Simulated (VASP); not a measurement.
Input of a VASP 6.6.1 run:

File INCAR:

```
  PREC = Accurate
  ENCUT = 520
  EDIFF = 1E-7
  ISMEAR = 0
  SIGMA = 0.1
  LREAL = Auto
  LASPH = T
  NELM = 100
  ALGO = Normal
  ISIF = 2
  LWAVE = F
  LCHARG = F
  GGA = PS
  NBANDS = 78
  ISYM = 0
```

File KPOINTS:

```
Automatic mesh
0
Gamma
  2 2 2
  0.5 0.5 0.5
```

Contents of POSCAR:

```
Na
1.0
    0.0000000000      6.5246371200      6.1540000000
   -5.6505014964     -3.2623185600      6.1540000000
    5.6505014964     -3.2623185600      6.1540000000
Na
18
Direct
    0.3055555556      0.6388888889      0.3055555556
    0.6388888889      0.6388888889      0.9722222222
    0.3055555556      0.3055555556      0.6388888889
    0.3055555556      0.9722222222      0.9722222222
    0.6388888889      0.3055555556      0.3055555556
    0.9722222222      0.6388888889      0.6388888889
    0.9722222222      0.3055555556      0.9722222222
    0.6388888889      0.9722222222      0.6388888889
    0.9722222222      0.9722222222      0.3055555556
    0.3611111111      0.6944444444      0.6944444444
    0.6944444444      0.6944444444      0.3611111111
    0.3611111111      0.3611111111      0.0277777778
    0.3611111111      0.0277777778      0.3611111111
    0.6944444444      0.3611111111      0.6944444444
    0.0277777778      0.6944444444      0.0277777778
    0.0277777778      0.3611111111      0.3611111111
    0.6944444444      0.0277777778      0.0277777778
    0.0277777778      0.0277777778      0.6944444444
```

Potentials or basis: VASP PAW PBE potentials, release 64 (Na_pv).

Launch:

```sh
$ cat potpaw_PBE.64/Na_pv/POTCAR > POTCAR
$ mpirun -np 1 vasp_std > vasp.out
```

(1) What does it give for the pressure?

(2) What does it give for the band gap on the k mesh?

Answers

(1) -0.2 GPa.

(2) zero (band 63 reaches 0.42 eV, above the bottom of band 64 at -0.05 eV).

Caveat: the k points lie up to 0.36 Å⁻¹ apart; the PAW data sets were made with another functional, which shifts forces and pressure a little.
